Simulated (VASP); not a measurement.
A run of VASP 6.6.1:

Contents of POSCAR:

```
LiF
1.0
    0.0373568784      1.9923311812      1.9923311812
    1.9923311812      0.0373568784      1.9923311812
    1.9923311812      1.9923311812      0.0373568784
Li F
1 1
Direct
    0.0000000000      0.0000000000      0.0000000000
    0.5000000000      0.5000000000      0.5000000000
```

File INCAR.step1:

```
SYSTEM = LiF
PREC = Accurate
ENCUT = 500
EDIFF = 1E-8
ISMEAR = 0
SIGMA = 0.01
LREAL = .FALSE.
LASPH = .TRUE.
NELM = 80
ALGO = Normal
LWAVE = .TRUE.
LCHARG = .FALSE.
GGA = PE
```

INCAR.step2

```
SYSTEM = LiF
PREC = Accurate
ENCUT = 500
EDIFF = 1E-8
ISMEAR = 0
SIGMA = 0.01
LREAL = .FALSE.
LASPH = .TRUE.
NELM = 1
ALGO = Exact
LWAVE = .TRUE.
LCHARG = .FALSE.
GGA = PE
NBANDS = 68
LOPTICS = .TRUE.
ISTART = 1
```

File INCAR.step3:

```
SYSTEM = LiF
PREC = Accurate
ENCUT = 500
EDIFF = 1E-8
ISMEAR = 0
SIGMA = 0.01
LREAL = .FALSE.
LASPH = .TRUE.
ALGO = EVGW0
LWAVE = .FALSE.
LCHARG = .FALSE.
GGA = PE
NELMGW = 1
NBANDS = 68
ENCUTGW = 150.0
NOMEGA = 96
PRECFOCK = Fast
ISTART = 1
NBANDSGW = 12
OMEGAMAX = 20
```

Contents of KPOINTS:

```
regular mesh
0
G
  6 6 6
  0 0 0
```

Potentials or basis: VASP PAW PBE potentials, release 64 (Li_GW, F_GW).

The run is started by

```console
$ cat potpaw_PBE.64/Li_GW/POTCAR potpaw_PBE.64/F_GW/POTCAR > POTCAR
$ cp INCAR.step1 INCAR
$ mpirun -np 1 vasp_std > vasp.out
$ cp INCAR.step2 INCAR
$ mpirun -np 1 vasp_std > vasp.out
$ cp INCAR.step3 INCAR
$ mpirun -np 1 vasp_std > vasp.out
```

Hardware: 1 thread of AMD EPYC 9R45 96-Core Processor (Zen 5) (shared host).

Q: How long does it take, and how much memory?

A: Wall time 3.5 min on 1 thread of AMD EPYC 9R45 96-Core Processor (Zen 5), with other jobs on the host, peak memory 0.3 GiB. Counts: k points 32.
